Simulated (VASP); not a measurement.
Wanted: the native input for a VASP 6.6.1 run.

* Task: single point
* Functional: PBEsol
* Potentials or basis: VASP PAW PBE potentials, release 64 (Cs_sv)
* Cutoff: 520 eV
* k mesh: 6 × 6 × 1
* Occupations: fermi-dirac, width 0.08 eV
* Spin: no spin polarisation
* Dipole correction: yes
* Further INCAR settings: ALGO = Normal; EDIFF = 1e-07; NBANDS = 10

The structure of Cs lies in POSCAR:

```
Cs
1.0
    6.0449950640      0.0000000000      0.0000000000
    0.0000000000      6.0449950640      0.0000000000
    0.0000000000      0.0000000000      9.0000000000
Cs
1
Direct
    0.0000000000      0.0000000000      0.5000000000
```

The input as run:

INCAR

```
ALGO = Normal ; DIPOL = 0.5 0.5 0.500
EDIFF = 1E-7 ; ENCUT = 520
GGA = PS ; IDIPOL = 3
ISIF = 2 ; ISMEAR = -1
LASPH = True ; LCHARG = False
LDIPOL = True ; LREAL = False
LWAVE = False ; NBANDS = 10
NELM = 60 ; PREC = Accurate
SIGMA = 0.08
```

KPOINTS

```
k-points
0
Gamma
  6 6 1
```

Potentials or basis: VASP PAW PBE potentials, release 64 (Cs_sv).

Launch:

```console
$ cat potpaw_PBE.64/Cs_sv/POTCAR > POTCAR
$ mpirun -np 1 vasp_std > vasp.out
```

Results of the run:

- Band gap on the k mesh: zero (an odd number of electrons rules out a gap without spin polarisation)

Caveat: spin-orbit coupling is left out, which moves the levels of the heavy elements.

It took 80 s on 1 thread of Intel Xeon 8259CL, on a shared host, peak memory 0.39 GiB.
